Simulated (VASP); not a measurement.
# Ni (P6_3/mmc) in VASP: single point with PBE

Aim: the single point of Ni with PBE.

Everything below comes from runs of VASP 6.6.1. Logs are shortened: lines on timing, memory, paths and dates and some standing lists are left out, and cuts for length are marked.

**1. The cell of the first run**

The structure is hexagonal, space group P6_3/mmc (No. 194). Conventional cell: a = 2.187 Å, b = 2.187 Å, c = 3.591 Å, α = 90.00°, β = 90.00°, γ = 120.00°. Ni (site symmetry -6m2) has 12 Ni at 2.19 to 2.20 Å within 2.9 Å.

This isn't the form of Ni at room conditions, which is fcc.

**2. Single point, PBE, collinear spin, ferromagnetic start (7.44 Å³/atom)**

The input, POSCAR:

```
Ni
1.0
    2.1872099862      0.0000000000      0.0000000000
   -1.0936049931      1.8941794114      0.0000000000
    0.0000000000      0.0000000000      3.5912863656
Ni
2
Direct
    0.3333333333      0.6666666667      0.2500000000
    0.6666666667      0.3333333333      0.7500000000
```

The input, INCAR.step1:

```
PREC = Accurate ; ENCUT = 520
EDIFF = 1E-6 ; ISMEAR = -1
SIGMA = 0.08 ; LREAL = False
LASPH = True ; NELM = 150
ALGO = Normal ; ISIF = 2
LWAVE = False ; LCHARG = True
ISPIN = 2 ; MAGMOM = 1 1
LMAXMIX = 4 ; GGA = PE
NBANDS = 21
```

The input, KPOINTS.step1:

```
regular mesh
0
Gamma
  17 17 10
```

The input, INCAR.step2:

```
PREC = Accurate ; ENCUT = 520
EDIFF = 1E-6 ; ISMEAR = -5
SIGMA = 0.08 ; LREAL = False
LASPH = True ; NELM = 150
ALGO = Normal ; ISIF = 2
LWAVE = False ; LCHARG = False
ISPIN = 2 ; MAGMOM = 1 1
LORBIT = 10 ; LMAXMIX = 4
GGA = PE ; NBANDS = 21
NEDOS = 1001 ; ICHARG = 11
```

The input, KPOINTS.step2:

```
regular mesh
0
Gamma
  26 26 15
```

Potentials or basis: VASP PAW PBE potentials, release 64 (Ni).

Run with:

```bash
> cat potpaw_PBE.64/Ni/POTCAR > POTCAR
> cp INCAR.step1 INCAR
> cp KPOINTS.step1 KPOINTS
> mpirun -np 1 vasp_std > vasp.out
> cp INCAR.step2 INCAR
> cp KPOINTS.step2 KPOINTS
> mpirun -np 1 vasp_std > vasp.out
```

OUTCAR:

```text
PREC = Accurate
   ENCUT = 520
   EDIFF = 1E-6
   ISMEAR = -5
   LREAL = False
   LASPH = True
   NELM = 150
   ISIF = 2
   ISPIN = 2
   LORBIT = 10
   GGA = PE
   ICHARG = 11

 ion  position               nearest neighbor table
   1  0.333  0.667  0.250-   2 2.20   2 2.20   2 2.20   2 2.20   2 2.20   2 2.20
   2  0.667  0.333  0.750-   1 2.20   1 2.20   1 2.20   1 2.20   1 2.20   1 2.20

  LATTYP: Found a hexagonal cell.
 ALAT       =     2.1872099862
 C/A-ratio  =     1.6419485958

  Lattice vectors:

 A1 = (   2.1872099862,   0.0000000000,   0.0000000000)
 A2 = (  -1.0936049931,   1.8941794114,   0.0000000000)
 A3 = (   0.0000000000,   0.0000000000,   3.5912863656)

Analysis of symmetry for initial positions (statically):
=====================================================================
 Subroutine PRICEL returns:
 Original cell was already a primitive cell.

 Routine SETGRP: Setting up the symmetry group for a
 hexagonal supercell.

 Subroutine GETGRP returns: Found 24 space group operations
 (whereof 12 operations were pure point group operations)
 out of a pool of 24 trial point group operations.

The static configuration has the point symmetry D_3d.
 The point group associated with its full space group is D_6h.

Analysis of symmetry for dynamics (positions and initial velocities):
=====================================================================
 Subroutine PRICEL returns:
 Original cell was already a primitive cell.

 Routine SETGRP: Setting up the symmetry group for a
 hexagonal supercell.

 Subroutine GETGRP returns: Found 24 space group operations
 (whereof 12 operations were pure point group operations)
 out of a pool of 24 trial point group operations.

The dynamic configuration has the point symmetry D_3d.
 The point group associated with its full space group is D_6h.

Analysis of structural, dynamic, and magnetic symmetry:
=====================================================================
 Subroutine PRICEL returns:
 Original cell was already a primitive cell.

 Routine SETGRP: Setting up the symmetry group for a
 hexagonal supercell.

 Subroutine GETGRP returns: Found 24 space group operations
 (whereof 12 operations were pure point group operations)
 out of a pool of 24 trial point group operations.

The overall configuration has the point symmetry D_3d.
 The point group associated with its full space group is D_6h.

 Subroutine INISYM returns: Found 24 space group operations
 (whereof 12 operations are pure point group operations),
 and found     1 'primitive' translations

----------------------------------------------------------------------------------------

                                     Primitive cell

  volume of cell :      14.8786

  direct lattice vectors                    reciprocal lattice vectors
     2.187209986  0.000000000  0.000000000     0.457203472  0.263966548  0.000000000
    -1.093604993  1.894179411  0.000000000     0.000000000  0.527933095  0.000000000
     0.000000000  0.000000000  3.591286366     0.000000000  0.000000000  0.278451757

  length of vectors
     2.187209986  2.187209986  3.591286366     0.527933095  0.527933095  0.278451757

  position of ions in fractional coordinates (direct lattice)
     0.333333333  0.666666667  0.250000000
     0.666666667  0.333333333  0.750000000

  ion indices of the primitive-cell ions
   primitive index   ion index
                 1           1
                 2           2

----------------------------------------------------------------------------------------

 KPOINTS: regular mesh

Automatic generation of k-mesh.
 Grid dimensions read from file:
 generate k-points for:   26   26   15

 Generating k-lattice:

  Cartesian coordinates                     Fractional coordinates (reciprocal lattice)
     0.017584749  0.010152560  0.000000000     0.038461538 -0.000000000  0.000000000
     0.000000000  0.020305119  0.000000000     0.000000000  0.038461538  0.000000000
     0.000000000  0.000000000  0.018563450     0.000000000  0.000000000  0.066666667

  Length of vectors
     0.020305119  0.020305119  0.018563450

  Shift w.r.t. Gamma in fractional coordinates (k-lattice)
     0.000000000  0.000000000  0.000000000

 TETIRR: Found   9997 inequivalent tetrahedra from    60840

 Subroutine IBZKPT returns following result:
 ===========================================

 Found    560 irreducible k-points:

 Following reciprocal coordinates:
            Coordinates               Weight
  0.000000  0.000000  0.000000      1.000000
  0.038462  0.000000  0.000000      6.000000
  0.076923  0.000000  0.000000      6.000000
  0.115385  0.000000  0.000000      6.000000
  0.153846  0.000000  0.000000      6.000000
  0.192308 -0.000000  0.000000      6.000000
[... 16 lines left out ...]
  0.346154  0.038462  0.000000     12.000000
  0.384615  0.038462  0.000000     12.000000
 [... further k-points ...]
   k-points           NKPTS =    560   k-points in BZ     NKDIM =    560   number of bands    NBANDS=     21
   number of dos      NEDOS =   1001   number of ions     NIONS =      2
   total plane-waves  NPLWV =   7168
   dimension x,y,z NGX =    16 NGY =   16 NGZ =   28
   dimension x,y,z NGXF=    32 NGYF=   32 NGZF=   56
   ions per type =               2
   NGX,Y,Z   is equivalent  to a cutoff of  12.16, 12.16, 12.96 a.u.
   NGXF,Y,Z  is equivalent  to a cutoff of  24.32, 24.32, 25.92 a.u.
 SYSTEM =  unknown system
   PREC   = accura    normal or accurate (medium, high low for compatibility)
   ISTART =      0    job   : 0-new  1-cont  2-samecut
   ICHARG =     11    charge: 1-file 2-atom 10-const
   ISPIN  =      2    spin polarized calculation?
   LNONCOLLINEAR =      F non collinear calculations
   LSORBIT =      F    spin-orbit coupling
   LASPH  =      T    aspherical Exc in radial PAW
   ENCUT  =  520.0 eV  38.22 Ry    6.18 a.u.   4.07  4.07  6.68*2*pi/ulx,y,z
   NELM   =    150;   NELMIN=  2; NELMDL=  0     # of ELM steps
   EDIFF  = 0.1E-05   stopping-criterion for ELM
   LREAL  =      F    real-space projection
[... 7 lines left out ...]
   TEBEG  =    0.0;   TEEND  =   0.0 temperature during run
   PSTRESS=    0.0 pullay stress
   NELECT =      20.0000    total number of electrons
   NUPDOWN=      -1.0000    fix difference up-down
   EMIN   =  10.00;   EMAX   =-10.00  energy-range for DOS
   EFERMI =   0.00;   METHOD = LEGACY
   ISMEAR =    -5;   SIGMA  =   0.08  broadening in eV -4-tet -1-fermi 0-gaus
   EFERMI_NEDOS =   21; number of points for ismear=-14 and -15
   IALGO  =     38    algorithm
   IMIX   =      4    mixing-type and parameters
     AMIX     =   0.40;   BMIX     =  1.00
     AMIX_MAG =   1.60;   BMIX_MAG =  1.00
  volume/ion in A,a.u.               =       7.44        50.20
  Fermi-wavevector in a.u.,A,eV,Ry     =   1.806748  3.414259 44.414027  3.264339
  Thomas-Fermi vector in A             =   2.866175
   LORBIT       =     10    0 simple, 1 ext, 2 COOP (PROOUT), +10 PAW based schemes
   GGA     = PE    functional components
   LHFCALC =     F    Hartree Fock is set to
   AEXX    =    0.0000 exact exchange contribution
   IVDW    =     0    specifies the selected vdW correction
   LEPSILON=     F    determine dielectric tensor
   LRPA    =     F    only Hartree local field effects (RPA)
 spin polarized calculation
 Fermi weights with tetrahedron method with Bloechl corrections
  energy-cutoff  :      520.00
  volume of cell :       14.88
 maximum number of plane-waves:       416

 number of electron      20.0000014 magnetization       0.9961387

 Free energy of the ion-electron system (eV)
  ---------------------------------------------------
  ext. energy  EPLUGINS =         0.00000000
  ---------------------------------------------------
  free energy    TOTEN  =        -8.05439951 eV

  energy without entropy =       -8.05439951  energy(sigma->0) =       -8.05439951

 E-fermi :  16.0333     XC(G=0): -15.6585

 val. band max:       16.1213307420   @ k =   0.5000   0.0000   0.4000
 cond. band min:      15.9371476877   @ k =   0.0000   0.0000   0.1333
 fundamental gap:     -0.1841830542
 Fermi energy:        16.0333144918

 spin component 1

 k-point     1 :       0.0000    0.0000    0.0000
  band No.  band energies     occupation
      1       4.0508      1.00000
      2       8.5848      1.00000
      3      12.3397      1.00000
      4      12.4819      1.00000
      5      12.4819      1.00000
      6      12.9795      1.00000
[... 13 lines left out ...]
     20      49.1775      0.00000
     21      52.9826      0.00000
[... 529 lines left out ...]
 k-point    24 :       0.3846    0.0385    0.0000
  band No.  band energies     occupation
      1       8.8214      1.00000
      2       9.3495      1.00000
      3       9.6181      1.00000
      4      11.8897      1.00000
      5      12.4106      1.00000
      6      12.6465      1.00000
[... 13 lines left out ...]
     20      48.1828      0.00000
     21      51.3494      0.00000

 [... further k-points ...]

 spin component 2

 k-point     1 :       0.0000    0.0000    0.0000
  band No.  band energies     occupation
      1       4.0537      1.00000
      2       8.8981      1.00000
      3      12.8906      1.00000
      4      13.0100      1.00000
      5      13.0100      1.00000
      6      13.5273      1.00000
[... 13 lines left out ...]
     20      49.2778      0.00000
     21      52.9712      0.00000
[... 529 lines left out ...]
 k-point    24 :       0.3846    0.0385    0.0000
  band No.  band energies     occupation
      1       9.0511      1.00000
      2       9.7222      1.00000
      3       9.9659      1.00000
      4      12.1682      1.00000
      5      12.8992      1.00000
      6      13.1042      1.00000
[... 13 lines left out ...]
     20      48.2753      0.00000
     21      51.4196      0.00000

 [... further k-points ...]

------------------------ aborting loop because EDIFF is reached ----------------------------------------

  FORCE on cell =-STRESS in cart. coord.  units (eV):
  Direction    XX          YY          ZZ          XY          YZ          ZX
  --------------------------------------------------------------------------------------
  -------------------------------------------------------------------------------------
  Total       17.4927800     17.4927800     17.5511490      0.0000000      0.0000000      0.0000000
  in kB     1883.6828636   1883.6828635   1889.9682393      0.0000000      0.0000000      0.0000000
  external PRESSURE =    1885.7779888 kB  Pullay stress =       0.0000000 kB

 VOLUME and BASIS-vectors are now :
 -----------------------------------------------------------------------------
  energy-cutoff  :      520.00
  volume of cell :       14.88
      direct lattice vectors                 reciprocal lattice vectors
     2.187209986  0.000000000  0.000000000     0.457203472  0.263966548  0.000000000
    -1.093604993  1.894179411  0.000000000     0.000000000  0.527933095  0.000000000
     0.000000000  0.000000000  3.591286366     0.000000000  0.000000000  0.278451757

 POSITION                                       TOTAL-FORCE (eV/Angst)
 -----------------------------------------------------------------------------------
     -0.00000      1.26279      0.89782         0.000000      0.000000     -0.000000
      1.09360      0.63139      2.69346        -0.000000      0.000000      0.000000
 -----------------------------------------------------------------------------------
    total drift:                               -0.000000      0.000000     -0.000000

  FREE ENERGIE OF THE ION-ELECTRON SYSTEM (eV)
  ---------------------------------------------------
  free  energy   TOTEN  =        -8.0543995079 eV

  energy  without entropy=       -8.0543995079  energy(sigma->0) =       -8.05439951

 total charge

# of ion       s       p       d       tot
------------------------------------------
    1        0.706   0.953   8.654  10.313
    2        0.706   0.953   8.654  10.313
--------------------------------------------------
tot          1.413   1.906  17.307  20.626

 magnetization (x)

# of ion       s       p       d       tot
------------------------------------------
    1       -0.005  -0.025   0.521   0.491
    2       -0.005  -0.025   0.521   0.491
--------------------------------------------------
tot         -0.010  -0.050   1.043   0.982
```

It took 4.6 min on 1 thread of Intel Xeon Platinum 8488C (Sapphire Rapids), shared host; peak memory 0.39 GiB.

Results:

| Property | Result |
| --- | --- |
| Net moment | 1.00 μB per cell |
| Site moments | Ni +0.49 μB |

Caveat: tetrahedron occupations give inexact forces and stress in metals.
